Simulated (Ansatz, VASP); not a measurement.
Given: the input of a run of VASP 6.6.1 on Al2O3.

Contents of INCAR:

```
PREC = Accurate ; ENCUT = 600
EDIFF = 1E-6 ; ISMEAR = -1
SIGMA = 0.05 ; LREAL = False
LASPH = True ; NELM = 120
ALGO = Normal ; ISIF = 2
LWAVE = False ; LCHARG = True
GGA = LIBXC ; LIBXC1 = GGA_X_B88
LIBXC2 = GGA_C_PBE ; LELF = True
LVHAR = True ; NBANDS = 35
GGA_COMPAT = False
```

KPOINTS

```
regular mesh
0
Gamma
  7 7 7
```

Contents of POSCAR:

```
Al2O3
1.0
    2.3642746864      1.3650146266      4.3027928600
   -2.3642746864      1.3650146266      4.3027928600
    0.0000000000     -2.7300292533      4.3027928600
Al O
4 6
Direct
    0.8521600000      0.8521600000      0.8521600000
    0.6478400000      0.6478400000      0.6478400000
    0.1478400000      0.1478400000      0.1478400000
    0.3521600000      0.3521600000      0.3521600000
    0.0566800000      0.7500000000      0.4433200000
    0.7500000000      0.4433200000      0.0566800000
    0.4433200000      0.0566800000      0.7500000000
    0.9433200000      0.2500000000      0.5566800000
    0.2500000000      0.5566800000      0.9433200000
    0.5566800000      0.9433200000      0.2500000000
```

Potentials or basis: VASP PAW PBE potentials, release 64 (Al, O).

Launch:

```bash
$ cat potpaw_PBE.64/Al/POTCAR potpaw_PBE.64/O/POTCAR > POTCAR
$ mpirun -np 1 vasp_std > vasp.out
```

Problem. Set up the same calculation for Ansatz 0.2.0. Potentials there: Ansatz PAW.

Solution. As run (the cutoff follows the program's own potentials):

Contents of input.yaml:

```yaml
crystal:
  lattice:
    - [2.3642746864, 1.3650146266, 4.30279286]
    - [-2.3642746864, 1.3650146266, 4.30279286]
    - [0.0, -2.7300292533, 4.30279286]
  atoms:
    - { symbol: Al, position: [0.85216, 0.85216, 0.85216] }
    - { symbol: Al, position: [0.64784, 0.64784, 0.64784] }
    - { symbol: Al, position: [0.14784, 0.14784, 0.14784] }
    - { symbol: Al, position: [0.35216, 0.35216, 0.35216] }
    - { symbol: O, position: [0.05668, 0.75, 0.44332] }
    - { symbol: O, position: [0.75, 0.44332, 0.05668] }
    - { symbol: O, position: [0.44332, 0.05668, 0.75] }
    - { symbol: O, position: [0.94332, 0.25, 0.55668] }
    - { symbol: O, position: [0.25, 0.55668, 0.94332] }
    - { symbol: O, position: [0.55668, 0.94332, 0.25] }
hamiltonian:
  xc: { exchange: b88, correlation: pbe }
  pseudopotentials: { kind: paw }
kpoints:
  mp_grid: { grid: [7, 7, 7] }
scf:
  occupations: { method: fermi_dirac, width: 0.05 }
output:
  forces: true
  stress: true
  eigenvalues: true
```

Potentials or basis: Ansatz PAW.

Launch:

```console
$ ansatz run input.yaml --threads 2 --pin off --max-ram 5120MiB --backend cpu --events-out ev --progress --plain --runs-dir out
```

Both were run:

|  | VASP | Ansatz | Ansatz less VASP |
| --- | --- | --- | --- |
| gap on the k mesh at the Fermi level (eV) | 6.51 | 6.51 | -0.005 |
| least direct gap on the mesh (eV) | 6.51 | 6.51 | -0.005 |
| pressure (GPa) | 12.2 | 12.8 | +0.65 |
| traceless stress, the component that is largest in VASP (GPa) | -0.68 | -0.65 | +0.039 |
| rms of the force components (eV/Å) | 0.016 | 0.014 | -0.0017 |

VASP's potentials were made for PBE, not for b88 exchange, pbe correlation. Atom by atom the forces differ by 0.002 eV/Å (rms over components).

Noted on Ansatz's run: odd divisions of the mesh miss points on the zone boundary, where band edges often lie, so the gap on the mesh can be too wide.
